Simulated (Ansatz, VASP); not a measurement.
## ScOs3 in VASP and in Ansatz

```
Sc Os
1.0
     3.94820    0.00000    0.00000
     0.00000    3.94820    0.00000
     0.00000    0.00000    3.94820
Sc Os
1 3
Direct
  0.00000 0.00000 0.00000
  0.50000 0.50000 0.00000
  0.50000 0.00000 0.50000
  0.00000 0.50000 0.50000
```

Change from the starting cell: species swapped into the EuBi3 type (Pm-3m, No. 221).

Alike in both runs: functional PBE; k mesh 12 × 12 × 12; occupations gaussian, width 0.1 eV; no spin polarisation.

Ansatz relaxed the structure, and its values are those at the end. VASP's run is a single point on that final structure, the one shown.

|  | VASP | Ansatz |
| --- | --- | --- |
| version | VASP 6.6.1 | Ansatz 0.2.0 |
| potentials or method | VASP PAW PBE potentials, release 64 (Sc_sv, Os), cutoff 520 eV | scalar-relativistic, plane waves, PAW |
| valence electrons in the cell | 35 | 59 |

Ansatz gave:

| Property | Result |
| --- | --- |
| gap on the k mesh at the Fermi level (eV) | none |
| pressure (GPa) | 0.0 |

Task: What did VASP give for the same quantities?

Result: gap on the k mesh at the Fermi level (eV): none; pressure (GPa): 0.2.

A gap of «none» marks a metal or a gap that the smearing closes. With one functional, cell and mesh, what is left measures potentials, basis and numerics. VASP's potentials hold 35 valence electrons a cell and Ansatz's 59, so a difference there can come from the potentials and not from the codes.

Neither program's run includes spin-orbit coupling.
